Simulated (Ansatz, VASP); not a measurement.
Ru: VASP beside Ansatz

INCAR

```
PREC = Accurate ; ENCUT = 520
EDIFF = 1E-7 ; ISMEAR = 0
SIGMA = 0.1 ; LREAL = F
LASPH = T ; NELM = 80
ALGO = Normal ; ISIF = 2
LWAVE = F ; LCHARG = T
GGA = PE ; LELF = T
LVHAR = T ; NBANDS = 21
```

File KPOINTS:

```
Automatic mesh
0
Gamma
  9 9 6
```

The input POSCAR:

```
Ru
1.0
    2.7078263433      0.0000000000      0.0000000000
   -1.3539131716      2.3450464023      0.0000000000
    0.0000000000      0.0000000000      4.2681017800
Ru
2
Direct
    0.3333333300      0.6666666700      0.2500000000
    0.6666666700      0.3333333300      0.7500000000
```

Input for Ansatz:

```yaml
crystal:
  lattice:
    - [2.7078263433, 0.0, 0.0]
    - [-1.3539131716, 2.3450464023, 0.0]
    - [0.0, 0.0, 4.26810178]
  atoms:
    - { symbol: Ru, position: [0.33333333, 0.66666667, 0.25] }
    - { symbol: Ru, position: [0.66666667, 0.33333333, 0.75] }
basis:
  ecutwfc: 420
kpoints:
  mp_grid: { grid: [9, 9, 6] }
hamiltonian:
  xc: pbe
scf:
  occupations: { method: gaussian, width: 0.1 }
output:
  forces: true
  stress: true
  eigenvalues: true
```

Alike in both runs: task single point; functional PBE; k mesh 9 × 9 × 6; occupations gaussian, width 0.1 eV; no spin polarisation.

|  | VASP | Ansatz |
| --- | --- | --- |
| version | VASP 6.6.1 | Ansatz 0.2.0 |
| potentials or method | VASP PAW PBE potentials, release 64 (Ru_pv), cutoff 520 eV | scalar-relativistic, plane waves, PAW |
| valence electrons in the cell | 28 | 32 |

```tsv
	VASP	Ansatz	Ansatz less VASP
gap on the k mesh at the Fermi level (eV)	none	none	-
pressure (GPa)	4.9	5.0	+0.09
traceless stress, the component that is largest in VASP (GPa)	1.32	1.31	-0.015
```

A gap of «none» marks a metal or a gap that the smearing closes. VASP's potentials hold 28 valence electrons a cell and Ansatz's 32, so a difference there can come from the potentials and not from the codes.
